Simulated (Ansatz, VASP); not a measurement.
## One calculation of KMgF3, two programs

```
CELL_PARAMETERS angstrom
3.98024 0.00000 0.00000
0.00000 3.98024 0.00000
0.00000 0.00000 3.98024
ATOMIC_POSITIONS crystal
K 0.50000 0.50000 0.50000
Mg 0.00000 0.00000 0.00000
F 0.50000 0.00000 0.00000
F 0.00000 0.50000 0.00000
F 0.00000 0.00000 0.50000
```

Alike in both runs: task single point; functional r2SCAN; k mesh 6 × 6 × 6; no spin polarisation.

|  | VASP | Ansatz |
| --- | --- | --- |
| version | VASP 6.6.1 | Ansatz 0.2.0 |
| potentials or method | VASP PAW PBE potentials, release 64 (K_sv, Mg, F) | plane waves, PAW |
| plane-wave cutoff (eV) | 520 | 500 |
| occupations | gaussian, width 0.01 eV | fixed |
| valence electrons in the cell | 32 | 40 |

```csv
,VASP,Ansatz,Ansatz less VASP
gap on the k mesh at the Fermi level (eV),8.28,8.30,+0.021
pressure (GPa),-0.6,0.0,+0.63
```

VASP's potentials were made for PBE, not for r2SCAN. VASP's potentials hold 32 valence electrons a cell and Ansatz's 40, so a difference there can come from the potentials and not from the codes.
